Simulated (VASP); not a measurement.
# Os (P6_3/mmc) in VASP: a series of runs

Os is run at these levels: PBE; tasks: relaxation of cell and atoms, single point.

Program: VASP 6.6.1. These are calculated values, not measurements. Logs are shortened: lines on timing, memory, paths and dates and some standing lists are left out, and cuts for length are marked.

### 1 The cell of the first run

It takes space group P6_3/mmc (No. 194, hexagonal). The conventional cell has a = 2.734 Å, b = 2.734 Å, c = 4.320 Å, α = 90.00°, β = 90.00°, γ = 120.00°. Within 3.5 Å of Os (site symmetry -6m2) lie 12 Os at 2.68 to 2.73 Å.

### 2 Relaxation of cell and atoms, PBE

INCAR

```
SYSTEM = Os
ALGO = Normal
EDIFF = 1E-6
EDIFFG = -0.005
ENCUT = 600
GGA = PE
IBRION = 2
ISIF = 3
ISMEAR = -1
LASPH = .True.
LCHARG = .False.
LREAL = .False.
LWAVE = .False.
NELM = 100
NSW = 80
PREC = Accurate
SIGMA = 0.05
```

KPOINTS

```
k-points
0
Gamma
  11 11 6
  0 0 0
```

POSCAR

```
Os
1.0
    2.7341000000      0.0000000000      0.0000000000
   -1.3670500000      2.3678000565      0.0000000000
    0.0000000000      0.0000000000      4.3197000000
Os
2
Direct
    0.6666666667      0.3333333333      0.7500000000
    0.3333333333      0.6666666667      0.2500000000
```

Potentials or basis: VASP PAW PBE potentials, release 64 (Os).

On the command line:

```bash
$ cat potpaw_PBE.64/Os/POTCAR > POTCAR
$ mpirun -np 1 vasp_std > vasp.out
```

OUTCAR:

```text
SYSTEM = Os
   EDIFF = 1E-6
   EDIFFG = -0.005
   ENCUT = 600
   GGA = PE
   IBRION = 2
   ISIF = 3
   ISMEAR = -1
   LASPH = .True.
   LREAL = .False.
   NELM = 100
   NSW = 80
   PREC = Accurate

 ion  position               nearest neighbor table
   1  0.667  0.333  0.750-   2 2.68   2 2.68   2 2.68   2 2.68   2 2.68   2 2.68
   2  0.333  0.667  0.250-   1 2.68   1 2.68   1 2.68   1 2.68   1 2.68   1 2.68

  LATTYP: Found a hexagonal cell.
 ALAT       =     2.7341000000
 C/A-ratio  =     1.5799348963

  Lattice vectors:

 A1 = (   2.7341000000,   0.0000000000,   0.0000000000)
 A2 = (  -1.3670500000,   2.3678000565,   0.0000000000)
 A3 = (   0.0000000000,   0.0000000000,   4.3197000000)

Analysis of symmetry for initial positions (statically):
=====================================================================
 Subroutine PRICEL returns:
 Original cell was already a primitive cell.

 Routine SETGRP: Setting up the symmetry group for a
 hexagonal supercell.

 Subroutine GETGRP returns: Found 24 space group operations
 (whereof 12 operations were pure point group operations)
 out of a pool of 24 trial point group operations.

The static configuration has the point symmetry D_3d.
 The point group associated with its full space group is D_6h.

Analysis of symmetry for dynamics (positions and initial velocities):
=====================================================================
 Subroutine PRICEL returns:
 Original cell was already a primitive cell.

 Routine SETGRP: Setting up the symmetry group for a
 hexagonal supercell.

 Subroutine GETGRP returns: Found 24 space group operations
 (whereof 12 operations were pure point group operations)
 out of a pool of 24 trial point group operations.

The dynamic configuration has the point symmetry D_3d.
 The point group associated with its full space group is D_6h.

 Subroutine INISYM returns: Found 24 space group operations
 (whereof 12 operations are pure point group operations),
 and found     1 'primitive' translations

----------------------------------------------------------------------------------------

                                     Primitive cell

  volume of cell :      27.9649

  direct lattice vectors                    reciprocal lattice vectors
     2.734100000  0.000000000  0.000000000     0.365751070  0.211166479  0.000000000
    -1.367050000  2.367800057  0.000000000     0.000000000  0.422332957  0.000000000
     0.000000000  0.000000000  4.319700000     0.000000000  0.000000000  0.231497558

  length of vectors
     2.734100000  2.734100000  4.319700000     0.422332957  0.422332957  0.231497558

  position of ions in fractional coordinates (direct lattice)
     0.666666667  0.333333333  0.750000000
     0.333333333  0.666666667  0.250000000

  ion indices of the primitive-cell ions
   primitive index   ion index
                 1           1
                 2           2

----------------------------------------------------------------------------------------

 KPOINTS: k-points

Automatic generation of k-mesh.
 Grid dimensions read from file:
 generate k-points for:   11   11    6

 Generating k-lattice:

  Cartesian coordinates                     Fractional coordinates (reciprocal lattice)
     0.033250097  0.019196953  0.000000000     0.090909091 -0.000000000  0.000000000
     0.000000000  0.038393905  0.000000000     0.000000000  0.090909091  0.000000000
     0.000000000  0.000000000  0.038582926     0.000000000  0.000000000  0.166666667

  Length of vectors
     0.038393905  0.038393905  0.038582926

  Shift w.r.t. Gamma in fractional coordinates (k-lattice)
     0.000000000  0.000000000  0.000000000

 Subroutine IBZKPT returns following result:
 ===========================================

 Found     64 irreducible k-points:

 Following reciprocal coordinates:
            Coordinates               Weight
  0.000000  0.000000  0.000000      1.000000
  0.090909  0.000000  0.000000      6.000000
  0.181818  0.000000  0.000000      6.000000
  0.272727 -0.000000  0.000000      6.000000
  0.363636 -0.000000  0.000000      6.000000
  0.454545  0.000000  0.000000      6.000000
[... 16 lines left out ...]
  0.090909  0.090909  0.166667     12.000000
  0.181818  0.090909  0.166667     24.000000
 [... further k-points ...]
   k-points           NKPTS =     64   k-points in BZ     NKDIM =     64   number of bands    NBANDS=     12
   number of dos      NEDOS =    301   number of ions     NIONS =      2
   total plane-waves  NPLWV =  20736
   dimension x,y,z NGX =    24 NGY =   24 NGZ =   36
   dimension x,y,z NGXF=    48 NGYF=   48 NGZF=   72
   ions per type =               2
   NGX,Y,Z   is equivalent  to a cutoff of  14.59, 14.59, 13.85 a.u.
   NGXF,Y,Z  is equivalent  to a cutoff of  29.19, 29.19, 27.71 a.u.
 SYSTEM =  Os
   PREC   = accura    normal or accurate (medium, high low for compatibility)
   ISTART =      0    job   : 0-new  1-cont  2-samecut
   ICHARG =      2    charge: 1-file 2-atom 10-const
   ISPIN  =      1    spin polarized calculation?
   LNONCOLLINEAR =      F non collinear calculations
   LSORBIT =      F    spin-orbit coupling
   LASPH  =      T    aspherical Exc in radial PAW
   ENCUT  =  600.0 eV  44.10 Ry    6.64 a.u.   5.46  5.46  8.63*2*pi/ulx,y,z
   NELM   =    100;   NELMIN=  2; NELMDL= -5     # of ELM steps
   EDIFF  = 0.1E-05   stopping-criterion for ELM
   LREAL  =      F    real-space projection
   EDIFFG = -.5E-02   stopping-criterion for IOM
   NSW    =     80    number of steps for IOM
   IBRION =      2    ionic relax: 0-MD 1-quasi-New 2-CG
   NFREE  =      1    steps in history (QN), initial steepest desc. (CG)
   ISIF   =      3    stress and relaxation
   ISYM   =      2    0-nonsym 1-usesym 2-fastsym
   POTIM  = 0.5000    time-step for ionic-motion
   TEBEG  =    0.0;   TEEND  =   0.0 temperature during run
   PSTRESS=    0.0 pullay stress
   NELECT =      16.0000    total number of electrons
   NUPDOWN=      -1.0000    fix difference up-down
   EMIN   =  10.00;   EMAX   =-10.00  energy-range for DOS
   EFERMI =   0.00;   METHOD = LEGACY
   ISMEAR =    -1;   SIGMA  =   0.05  broadening in eV -4-tet -1-fermi 0-gaus
   EFERMI_NEDOS =   21; number of points for ismear=-14 and -15
   IALGO  =     38    algorithm
   IMIX   =      4    mixing-type and parameters
     AMIX     =   0.40;   BMIX     =  1.00
     AMIX_MAG =   1.60;   BMIX_MAG =  1.00
  volume/ion in A,a.u.               =      13.98        94.36
  Fermi-wavevector in a.u.,A,eV,Ry     =   1.359076  2.568282 25.131161  1.847088
  Thomas-Fermi vector in A             =   2.485855
   LORBIT       =      0    0 simple, 1 ext, 2 COOP (PROOUT), +10 PAW based schemes
   GGA     = PE    functional components
   LHFCALC =     F    Hartree Fock is set to
   AEXX    =    0.0000 exact exchange contribution
   IVDW    =     0    specifies the selected vdW correction
   LEPSILON=     F    determine dielectric tensor
   LRPA    =     F    only Hartree local field effects (RPA)
 conjugate gradient relaxation of ions
 non-spin polarized calculation
  energy-cutoff  :      600.00
  volume of cell :       27.96
 maximum number of plane-waves:       965
 NGX is ok and might be reduce to    24
   NGX = 11   NGY = 11   NGZ = 17

--------------------------------------- Ionic step        1  -------------------------------------------

 number of electron      16.0000001 magnetization

 Free energy of the ion-electron system (eV)
  ---------------------------------------------------
  ext. energy  EPLUGINS =         0.00000000
  ---------------------------------------------------
  free energy    TOTEN  =       -22.47505275 eV

  energy without entropy =      -22.46187135  energy(sigma->0) =      -22.46846205

------------------------ aborting loop because EDIFF is reached ----------------------------------------

  FORCE on cell =-STRESS in cart. coord.  units (eV):
  Direction    XX          YY          ZZ          XY          YZ          ZX
  --------------------------------------------------------------------------------------
  -------------------------------------------------------------------------------------
  Total        1.5544583      1.5544583      1.6029247      0.0000000     -0.0000000      0.0000000
  in kB       89.0587593     89.0587593     91.8355221      0.0000000     -0.0000000      0.0000000
  external PRESSURE =      89.9843469 kB  Pullay stress =       0.0000000 kB
[... 273 lines left out ...]
  energy  without entropy=      -22.4776169465  energy(sigma->0) =      -22.48445280

--------------------------------------- Ionic step        9  -------------------------------------------

 number of electron      16.0000000 magnetization

 Free energy of the ion-electron system (eV)
  ---------------------------------------------------
  ext. energy  EPLUGINS =         0.00000000
  ---------------------------------------------------
  free energy    TOTEN  =       -22.49134137 eV

  energy without entropy =      -22.47769937  energy(sigma->0) =      -22.48452037

 E-fermi :   9.1142     XC(G=0): -13.9386

 val. band max:        9.0888558141   @ k =   0.0909   0.0000   0.3333
 cond. band min:       9.1723911988   @ k =   0.3636   0.0909   0.3333
 fundamental gap:      0.0835353847
 Fermi energy:         9.1142053849

 k-point     1 :       0.0000    0.0000    0.0000
  band No.  band energies     occupation
      1      -1.5993      2.00000
      2       1.5619      2.00000
      3       6.1991      2.00000
      4       6.1991      2.00000
      5       6.4470      2.00000
      6       7.0143      2.00000
      7       7.0143      2.00000
      8       7.6356      2.00000
      9       7.6356      2.00000
     10       9.1876      0.37424
     11      10.7943      0.00000
     12      10.7943      0.00000
[... 331 lines left out ...]
 k-point    24 :       0.1818    0.0909    0.1667
  band No.  band energies     occupation
      1       0.6625      2.00000
      2       3.1327      2.00000
      3       4.5132      2.00000
      4       4.7346      2.00000
      5       5.9590      2.00000
      6       6.5540      2.00000
      7       7.1087      2.00000
      8       8.0407      2.00000
      9       8.6299      1.99988
     10       8.9960      1.82812
     11      11.2136      0.00000
     12      14.5472      0.00000

 [... further k-points ...]

------------------------ aborting loop because EDIFF is reached ----------------------------------------

  FORCE on cell =-STRESS in cart. coord.  units (eV):
  Direction    XX          YY          ZZ          XY          YZ          ZX
  --------------------------------------------------------------------------------------
  -------------------------------------------------------------------------------------
  Total        0.0033071      0.0033071      0.0034704      0.0000000      0.0000000      0.0000000
  in kB        0.1855304      0.1855304      0.1946923      0.0000000      0.0000000      0.0000000
  external PRESSURE =       0.1885844 kB  Pullay stress =       0.0000000 kB
[... 17 lines left out ...]
  FREE ENERGIE OF THE ION-ELECTRON SYSTEM (eV)
  ---------------------------------------------------
  free  energy   TOTEN  =       -22.4913413661 eV

  energy  without entropy=      -22.4776993655  energy(sigma->0) =      -22.48452037

 reached required accuracy - stopping structural energy minimisation
```

It took 2.5 min on 1 thread of Intel Xeon 8259CL, shared host; peak memory 0.18 GiB.

Results:

```
Free energy                           : -22.4913 eV
Relaxed volume                        : 14.28 Å³/atom
Relaxed cell                          : a = 2.754 Å, b = 2.754 Å, c = 4.348 Å, α = 90.00°, β = 90.00°, γ = 120.00°
Space group after relaxing (to 0.1 Å) : P6_3/mmc (No. 194)
Energy gained by relaxing             : 8.1 meV/atom
Ionic steps                           : 9
Pressure after relaxing               : 0.0 GPa
Band gap on the k mesh                : zero (bands 8 and 9 overlap by 3.76 eV)
```

Step by step:
```tsv
step	energy change (eV)	largest force (eV/Å)	pressure (GPa)	volume (Å³)
1	0.0000	0.0000	9.00	27.96
2	0.2554	0.0000	-29.35	31.27
3	-0.0162	0.0000	-0.36	28.58
4	-0.0163	0.0000	-0.01	28.56
5	-0.0163	0.0000	0.17	28.55
6	-0.0163	0.0000	0.14	28.55
7	-0.0163	0.0000	0.16	28.55
8	-0.0162	0.0000	-0.46	28.59
9	-0.0163	0.0000	0.02	28.56
```

Final structure:
```
Os
1.0
     2.75387    0.00000    0.00000
    -1.37693    2.38492    0.00000
     0.00000    0.00000    4.34838
Os
2
Cartesian
  1.3769 0.7950 3.2613
  0.0000 1.5899 1.0871
```

Caveat: spin-orbit coupling is left out, which moves the levels of the heavy elements.

### 3 Single point, PBE, non-collinear spin, zero start, spin-orbit coupling

INCAR

```
SYSTEM = Os
ALGO = Fast ; EDIFF = 1E-6
ENCUT = 520 ; GGA = PE
GGA_COMPAT = .False. ; ISIF = 2
ISMEAR = -1 ; LASPH = .True.
LCHARG = .True. ; LMAXMIX = 4
LNONCOLLINEAR = .True. ; LORBIT = 11
LORBMOM = .True. ; LREAL = .False.
LSORBIT = .True. ; LVHAR = .True.
LWAVE = .False. ; MAGMOM = 0 0 0 0 0 0
NBANDS = 28 ; NELM = 150
PREC = Accurate ; SIGMA = 0.05
```

KPOINTS

```
k-points
0
Gamma
  8 8 5
  0 0 0
```

POSCAR is that of step 2.

Potentials or basis: VASP PAW PBE potentials, release 64 (Os).

On the command line:

```bash
$ cat potpaw_PBE.64/Os/POTCAR > POTCAR
$ mpirun -np 1 vasp_ncl > vasp.out
```

OUTCAR:

```text
SYSTEM = Os
   EDIFF = 1E-6
   ENCUT = 520
   GGA = PE
   ISIF = 2
   ISMEAR = -1
   LASPH = .True.
   LNONCOLLINEAR = .True.
   LORBIT = 11
   LREAL = .False.
   LSORBIT = .True.
   NELM = 150
   PREC = Accurate

 ion  position               nearest neighbor table
   1  0.667  0.333  0.750-   2 2.68   2 2.68   2 2.68   2 2.68   2 2.68   2 2.68
   2  0.333  0.667  0.250-   1 2.68   1 2.68   1 2.68   1 2.68   1 2.68   1 2.68

  LATTYP: Found a hexagonal cell.
 ALAT       =     2.7341000000
 C/A-ratio  =     1.5799348963

  Lattice vectors:

 A1 = (   2.7341000000,   0.0000000000,   0.0000000000)
 A2 = (  -1.3670500000,   2.3678000565,   0.0000000000)
 A3 = (   0.0000000000,   0.0000000000,   4.3197000000)

Analysis of symmetry for initial positions (statically):
=====================================================================
 Subroutine PRICEL returns:
 Original cell was already a primitive cell.

 Routine SETGRP: Setting up the symmetry group for a
 hexagonal supercell.

 Subroutine GETGRP returns: Found 24 space group operations
 (whereof 12 operations were pure point group operations)
 out of a pool of 24 trial point group operations.

The static configuration has the point symmetry D_3d.
 The point group associated with its full space group is D_6h.

Analysis of symmetry for dynamics (positions and initial velocities):
=====================================================================
 Subroutine PRICEL returns:
 Original cell was already a primitive cell.

 Routine SETGRP: Setting up the symmetry group for a
 hexagonal supercell.

 Subroutine GETGRP returns: Found 24 space group operations
 (whereof 12 operations were pure point group operations)
 out of a pool of 24 trial point group operations.

The dynamic configuration has the point symmetry D_3d.
 The point group associated with its full space group is D_6h.

Analysis of structural, dynamic, and magnetic symmetry:
=====================================================================
 Subroutine PRICEL returns:
 Original cell was already a primitive cell.

[... 959 lines left out ...]
  1        -0.000  -0.000  -0.000
  2         0.000  -0.000  -0.000
 ----------------------------------------
           -0.000  -0.000  -0.000

 orbital moment (z)

 # of ion     p       d       tot
 ----------------------------------------
  1         0.000   0.000   0.000
  2         0.000   0.000   0.000
 ----------------------------------------
            0.000   0.000   0.000

 Spin-Orbit-Coupling matrix elements

 Ion:    1  E_soc:     -0.6587253
 l=   1
     0.0000000    -0.0444299    -0.0432072
    -0.0444299     0.0000000    -0.0444299
    -0.0432072    -0.0444299     0.0000000
 l=   2
     0.0000000    -0.0135824     0.0000000    -0.0135824    -0.0537636
    -0.0135824     0.0000000    -0.0380315    -0.0131392    -0.0135824
     0.0000000    -0.0380315     0.0000000    -0.0380315     0.0000000
    -0.0135824    -0.0131392    -0.0380315     0.0000000    -0.0135824
    -0.0537636    -0.0135824     0.0000000    -0.0135824     0.0000000
 l=   3
     0.0000000     0.0000000     0.0000000     0.0000000     0.0000000     0.0000000     0.0000000
     0.0000000     0.0000000     0.0000000     0.0000000     0.0000000     0.0000000     0.0000000
     0.0000000     0.0000000     0.0000000     0.0000000     0.0000000     0.0000000     0.0000000
     0.0000000     0.0000000     0.0000000     0.0000000     0.0000000     0.0000000     0.0000000
     0.0000000     0.0000000     0.0000000     0.0000000     0.0000000     0.0000000     0.0000000
     0.0000000     0.0000000     0.0000000     0.0000000     0.0000000     0.0000000     0.0000000
     0.0000000     0.0000000     0.0000000     0.0000000     0.0000000     0.0000000     0.0000000

 Ion:    2  E_soc:     -0.6587253
 l=   1
     0.0000000    -0.0444299    -0.0432072
    -0.0444299     0.0000000    -0.0444299
    -0.0432072    -0.0444299     0.0000000
 l=   2
     0.0000000    -0.0135824     0.0000000    -0.0135824    -0.0537636
    -0.0135824     0.0000000    -0.0380315    -0.0131392    -0.0135824
     0.0000000    -0.0380315     0.0000000    -0.0380315     0.0000000
    -0.0135824    -0.0131392    -0.0380315     0.0000000    -0.0135824
    -0.0537636    -0.0135824     0.0000000    -0.0135824     0.0000000
 l=   3
     0.0000000     0.0000000     0.0000000     0.0000000     0.0000000     0.0000000     0.0000000
     0.0000000     0.0000000     0.0000000     0.0000000     0.0000000     0.0000000     0.0000000
     0.0000000     0.0000000     0.0000000     0.0000000     0.0000000     0.0000000     0.0000000
     0.0000000     0.0000000     0.0000000     0.0000000     0.0000000     0.0000000     0.0000000
     0.0000000     0.0000000     0.0000000     0.0000000     0.0000000     0.0000000     0.0000000
     0.0000000     0.0000000     0.0000000     0.0000000     0.0000000     0.0000000     0.0000000
     0.0000000     0.0000000     0.0000000     0.0000000     0.0000000     0.0000000     0.0000000

 total charge

# of ion       s       p       d       tot
------------------------------------------
    1        0.665   0.800   6.019   7.485
    2        0.665   0.800   6.019   7.485
--------------------------------------------------
tot          1.330   1.601  12.038  14.969

 magnetization (x)

# of ion       s       p       d       tot
------------------------------------------
    1        0.000   0.000   0.000   0.000
    2        0.000   0.000   0.000   0.000
--------------------------------------------------
tot          0.000   0.000   0.000   0.000

 magnetization (y)

# of ion       s       p       d       tot
------------------------------------------
    1        0.000   0.000  -0.000  -0.000
    2        0.000   0.000   0.000   0.000
--------------------------------------------------
tot          0.000   0.000  -0.000  -0.000

 magnetization (z)

# of ion       s       p       d       tot
------------------------------------------
    1        0.000   0.000   0.000   0.000
    2        0.000   0.000   0.000   0.000
--------------------------------------------------
tot          0.000   0.000   0.000   0.000
```

stdout:

```text
POSCAR found type information on POSCAR Os
 POSCAR found :  1 types and       2 ions
 scaLAPACK will be used
 LDA part: xc-table for (Slater+PW92), standard interpolation
 POSCAR, INCAR and KPOINTS ok, starting setup
 FFT: planning ... GRIDC
 FFT: planning ... GRID_SOFT
 FFT: planning ... GRID
 WAVECAR not read
 entering main loop
```

It took 2.3 min on 1 thread of Intel Xeon 8259CL, shared host; peak memory 0.21 GiB.

Results:

```yaml
Free_energy: -23.1997 eV
Pressure: 8.5 GPa
Net_moment: 0.00 μB per cell
Valence_electrons_inside_the_program's_atomic_spheres: Os 7.49
```

Stress tensor (GPa, compression positive):
```
8.62 0.00 0.00
0.00 8.62 0.00
0.00 0.00 8.23
```

Moments on the atoms (μB; x, y, z):
```
Os  0.00 0.00 0.00
Os  0.00 0.00 0.00
```

Caveat: the cell stands under pressure.
